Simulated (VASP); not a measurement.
NbTe: single point with PBE

The system is NbTe.

```xyz
2
Lattice="0.0000 3.1847 3.1847 3.1847 0.0000 3.1847 3.1847 3.1847 0.0000" Properties=species:S:1:pos:R:3 pbc="T T T"
Nb    0.0000    0.0000    0.0000
Te    1.5923    1.5923    1.5923
```

- Program: VASP 6.6.1
- Task: single point
- Functional: PBE
- Potentials or basis: VASP PAW PBE potentials, release 64 (Nb_sv, Te)
- Cutoff: 520 eV
- k mesh: 10 × 10 × 10
- Occupations: gaussian, width 0.05 eV
- Spin: collinear spin
- Starting moments: [1.6, 0.0] μB
- Dipole correction: no
- Further INCAR settings: ALGO = Normal; EDIFF = 1e-06; NBANDS = 20

```json
{
 "Pressure": "-0.1 GPa",
 "Net moment": "2.21 μB per cell",
 "Site moments": "Nb +1.59; Te -0.05 μB",
 "Valence electrons inside the program's atomic spheres": "Nb 10.67; Te 3.50"
}
```

Levels at points of the mesh, in eV from the Fermi level:
Spin up:
```csv
k point,band 8,band 9,band 10,band 11,band 12,band 13
"(0.00, 0.00, 0.00)",-3.84,-0.78,-0.78,1.11,3.59,3.59
"(0.50, 0.00, 0.00)",-3.60,-0.53,-0.53,-0.22,1.74,1.74
"(0.50, 0.50, 0.00)",-3.15,-1.19,-0.50,-0.32,0.43,0.43
```
Spin down:
```
           k point  band 6  band 7  band 8  band 9  band 10  band 11
(0.00, 0.00, 0.00)   -3.42   -3.42   -3.42    0.94     0.94     1.62
(0.50, 0.00, 0.00)   -4.48   -3.16   -3.16    0.75     1.09     1.09
(0.50, 0.50, 0.00)   -4.65   -2.89   -2.89   -0.45     0.96     1.38
```

Run time: 69 s on 1 thread of Intel(R) Xeon(R) 6975P-C (Granite Rapids) (shared host), peak memory 0.29 GiB.

Caveat: spin-orbit coupling is left out, which moves the levels of the heavy elements.
